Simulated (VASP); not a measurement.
# Zn (P6_3/mmc) in VASP: further runs, part 2 of 2

VASP 6.6.1. The steps go on from the part before.

## Step 3: Electric field gradients, PBEsol (volume scaled by 0.96)

Contents of INCAR:

```
SYSTEM = Zn
PREC = Accurate ; ENCUT = 520
EDIFF = 1E-8 ; ISMEAR = -1
SIGMA = 0.03 ; LREAL = .False.
LASPH = .True. ; NELM = 60
ALGO = Normal ; ISIF = 2
LWAVE = .False. ; LCHARG = .False.
GGA = PS ; LEFG = .True.
NBANDS = 19
```

Contents of KPOINTS:

```
regular mesh
0
Gamma
  18 18 8
  0 0 0
```

Contents of POSCAR:

```
Zn
1.0
    2.6287828538      0.0000000000      0.0000000000
   -1.3143914269      2.2765927324      0.0000000000
    0.0000000000      0.0000000000      4.8798445072
Zn
2
Direct
    0.3333333333      0.6666666667      0.2500000000
    0.6666666667      0.3333333333      0.7500000000
```

Potentials or basis: VASP PAW PBE potentials, release 64 (Zn).

Launch:

```console
cat potpaw_PBE.64/Zn/POTCAR > POTCAR
mpirun -np 1 vasp_std > vasp.out
```

OUTCAR:

```text
SYSTEM = Zn
   PREC = Accurate
   ENCUT = 520
   EDIFF = 1E-8
   ISMEAR = -1
   LREAL = .False.
   LASPH = .True.
   NELM = 60
   ISIF = 2
   GGA = PS

 ion  position               nearest neighbor table
   1  0.333  0.667  0.250-   2 2.87   2 2.87   2 2.87   2 2.87   2 2.87   2 2.87
   2  0.667  0.333  0.750-   1 2.87   1 2.87   1 2.87   1 2.87   1 2.87   1 2.87

  LATTYP: Found a hexagonal cell.
 ALAT       =     2.6287828538
 C/A-ratio  =     1.8563132745

  Lattice vectors:

 A1 = (   2.6287828538,   0.0000000000,   0.0000000000)
 A2 = (  -1.3143914269,   2.2765927324,   0.0000000000)
 A3 = (   0.0000000000,   0.0000000000,   4.8798445072)

Analysis of symmetry for initial positions (statically):
=====================================================================
 Subroutine PRICEL returns:
 Original cell was already a primitive cell.

 Routine SETGRP: Setting up the symmetry group for a
 hexagonal supercell.

 Subroutine GETGRP returns: Found 24 space group operations
 (whereof 12 operations were pure point group operations)
 out of a pool of 24 trial point group operations.

The static configuration has the point symmetry D_3d.
 The point group associated with its full space group is D_6h.

Analysis of symmetry for dynamics (positions and initial velocities):
=====================================================================
 Subroutine PRICEL returns:
 Original cell was already a primitive cell.

 Routine SETGRP: Setting up the symmetry group for a
 hexagonal supercell.

 Subroutine GETGRP returns: Found 24 space group operations
 (whereof 12 operations were pure point group operations)
 out of a pool of 24 trial point group operations.

The dynamic configuration has the point symmetry D_3d.
 The point group associated with its full space group is D_6h.

 Subroutine INISYM returns: Found 24 space group operations
 (whereof 12 operations are pure point group operations),
 and found     1 'primitive' translations

----------------------------------------------------------------------------------------

                                     Primitive cell

  volume of cell :      29.2042

  direct lattice vectors                    reciprocal lattice vectors
     2.628782854  0.000000000  0.000000000     0.380404185  0.219626459  0.000000000
    -1.314391427  2.276592732  0.000000000     0.000000000  0.439252918  0.000000000
     0.000000000  0.000000000  4.879844507     0.000000000  0.000000000  0.204924562

  length of vectors
     2.628782854  2.628782854  4.879844507     0.439252918  0.439252918  0.204924562

  position of ions in fractional coordinates (direct lattice)
     0.333333333  0.666666667  0.250000000
     0.666666667  0.333333333  0.750000000

  ion indices of the primitive-cell ions
   primitive index   ion index
                 1           1
                 2           2

[... 76 lines left out ...]
   NFREE  =      0    steps in history (QN), initial steepest desc. (CG)
   ISIF   =      2    stress and relaxation
   ISYM   =      2    0-nonsym 1-usesym 2-fastsym
   POTIM  = 0.5000    time-step for ionic-motion
   TEBEG  =    0.0;   TEEND  =   0.0 temperature during run
   PSTRESS=    0.0 pullay stress
   NELECT =      24.0000    total number of electrons
   NUPDOWN=      -1.0000    fix difference up-down
   EMIN   =  10.00;   EMAX   =-10.00  energy-range for DOS
   EFERMI =   0.00;   METHOD = LEGACY
   ISMEAR =    -1;   SIGMA  =   0.03  broadening in eV -4-tet -1-fermi 0-gaus
   EFERMI_NEDOS =   21; number of points for ismear=-14 and -15
   IALGO  =     38    algorithm
   IMIX   =      4    mixing-type and parameters
     AMIX     =   0.40;   BMIX     =  1.00
     AMIX_MAG =   1.60;   BMIX_MAG =  1.00
  volume/ion in A,a.u.               =      14.60        98.54
  Fermi-wavevector in a.u.,A,eV,Ry     =   1.533427  2.897758 31.992735  2.351400
  Thomas-Fermi vector in A             =   2.640496
   LORBIT       =      0    0 simple, 1 ext, 2 COOP (PROOUT), +10 PAW based schemes
   GGA     = PS    functional components
   LHFCALC =     F    Hartree Fock is set to
   AEXX    =    0.0000 exact exchange contribution
   IVDW    =     0    specifies the selected vdW correction
   LEPSILON=     F    determine dielectric tensor
   LRPA    =     F    only Hartree local field effects (RPA)
 non-spin polarized calculation
  energy-cutoff  :      520.00
  volume of cell :       29.20
 maximum number of plane-waves:       807
 NGX is ok and might be reduce to    20
   NGX =  9   NGY =  9   NGZ = 19

 number of electron      24.0000032 magnetization

 Free energy of the ion-electron system (eV)
  ---------------------------------------------------
  ext. energy  EPLUGINS =         0.00000000
  ---------------------------------------------------
  free energy    TOTEN  =        -3.16696870 eV

  energy without entropy =       -3.16552993  energy(sigma->0) =       -3.16624932

 E-fermi :   3.3826     XC(G=0): -11.9163

 val. band max:        3.3687662768   @ k =   0.3333   0.2222   0.2500
 cond. band min:       3.4368204359   @ k =   0.5000   0.0000   0.5000
 fundamental gap:      0.0680541591
 Fermi energy:         3.3826074970

 k-point     1 :       0.0000    0.0000    0.0000
  band No.  band energies     occupation
      1      -7.5130      2.00000
      2      -5.5475      2.00000
      3      -4.7749      2.00000
      4      -4.5279      2.00000
      5      -4.5279      2.00000
      6      -4.4733      2.00000
[... 505 lines left out ...]
      6      -4.3770      2.00000
[... 11 lines left out ...]
     18      16.6229      0.00000
     19      17.8682      0.00000

 [... further k-points ...]

------------------------ aborting loop because EDIFF is reached ----------------------------------------

  FORCE on cell =-STRESS in cart. coord.  units (eV):
  Direction    XX          YY          ZZ          XY          YZ          ZX
  --------------------------------------------------------------------------------------
  -------------------------------------------------------------------------------------
  Total       -0.4446150     -0.4446150     -0.2628245      0.0000000      0.0000000      0.0000000
  in kB      -24.3920693    -24.3920693    -14.4188426      0.0000000      0.0000000      0.0000000
  external PRESSURE =     -21.0676604 kB  Pullay stress =       0.0000000 kB

 VOLUME and BASIS-vectors are now :
 -----------------------------------------------------------------------------
  energy-cutoff  :      520.00
  volume of cell :       29.20
      direct lattice vectors                 reciprocal lattice vectors
     2.628782854  0.000000000  0.000000000     0.380404185  0.219626459  0.000000000
    -1.314391427  2.276592732  0.000000000     0.000000000  0.439252918  0.000000000
     0.000000000  0.000000000  4.879844507     0.000000000  0.000000000  0.204924562

 POSITION                                       TOTAL-FORCE (eV/Angst)
 -----------------------------------------------------------------------------------
     -0.00000      1.51773      1.21996         0.000000     -0.000000     -0.000000
      1.31439      0.75886      3.65988        -0.000000      0.000000      0.000000
 -----------------------------------------------------------------------------------
    total drift:                               -0.000000      0.000000      0.000000

  FREE ENERGIE OF THE ION-ELECTRON SYSTEM (eV)
  ---------------------------------------------------
  free  energy   TOTEN  =        -3.1669687047 eV

  energy  without entropy=       -3.1655299281  energy(sigma->0) =       -3.16624932

 Electric field gradients (V/A^2)
---------------------------------------------------------------------
 ion       V_xx      V_yy      V_zz      V_xy      V_xz      V_yz
---------------------------------------------------------------------
   1     -18.846   -18.844    37.690     0.002     0.000    -0.000
   2     -18.846   -18.844    37.690     0.002    -0.000     0.000
---------------------------------------------------------------------

 Electric field gradients after diagonalization (V/A^2)
 (convention: |V_zz| > |V_xx| > |V_yy|)
----------------------------------------------------------------------
 ion       V_xx      V_yy      V_zz     asymmetry (V_yy - V_xx)/ V_zz
----------------------------------------------------------------------
   1     -18.847   -18.843    37.690       0.000
   2     -18.847   -18.843    37.690       0.000
----------------------------------------------------------------------

           NMR quadrupolar parameters

 Cq : quadrupolar parameter    Cq=e*Q*V_zz/h
 eta: asymmetry parameters     (V_yy - V_xx)/ V_zz
 Q  : nuclear electric quadrupole moment in mb (millibarn)
----------------------------------------------------------------------
 ion       Cq(MHz)       eta       Q (mb)
----------------------------------------------------------------------
   1       0.091       0.000       1.000
   2       0.091       0.000       1.000
----------------------------------------------------------------------
```

stdout:

```text
POSCAR found type information on POSCAR Zn
 POSCAR found :  1 types and       2 ions
 scaLAPACK will be used
 -----------------------------------------------------------------------------
|                                                                             |
|                                                                             |
|     You enforced a specific xc type in the INCAR file but a different       |
|     I HOPE YOU KNOW WHAT YOU ARE DOING!                                     |
|                                                                             |
 -----------------------------------------------------------------------------

 LDA part: xc-table for (Slater+PW92), standard interpolation
 POSCAR, INCAR and KPOINTS ok, starting setup
 FFT: planning ... GRIDC
 FFT: planning ... GRID_SOFT
 FFT: planning ... GRID
 WAVECAR not read
 entering main loop
ion   1

ion   2
```

Run time: 36 s. Hardware: 1 thread of Intel Xeon 6975P-C (Granite Rapids), shared host; peak memory 0.2 GiB.

Results:

- Free energy: -3.1670 eV
- Pressure: -2.1 GPa
- Band gap on the k mesh: zero (band 12 reaches 4.87 eV, above the bottom of band 13 at 0.23 eV)

Stress tensor (GPa, compression positive):
```
-2.44  0.00  0.00
 0.00 -2.44  0.00
 0.00  0.00 -1.44
```

Levels at points of the mesh, in eV from the Fermi level:
```
           k point  band 10  band 11  band 12  band 13  band 14  band 15
(0.00, 0.00, 0.00)    -7.27    -7.27    -4.01    -3.15    13.83    17.52
(0.50, 0.00, 0.00)    -7.06    -3.13    -2.34     2.56     3.42     4.18
(0.00, 0.00, 0.50)    -7.37    -7.37    -7.37     4.56     4.56    19.13
(0.50, 0.00, 0.50)    -7.07    -2.16    -2.16     0.05     0.05    10.24
```

Electric field gradients, principal values (V/Å²):
```csv
atom,least,middle,greatest (by size)
1 Zn,-18.843,-18.847,37.690
2 Zn,-18.843,-18.847,37.690
```

Caveat: without QUAD_EFG the Cq values of the log hold for a quadrupole moment of 1 mb, not for the nuclei; the PAW data sets were made with another functional, which shifts forces and pressure a little.
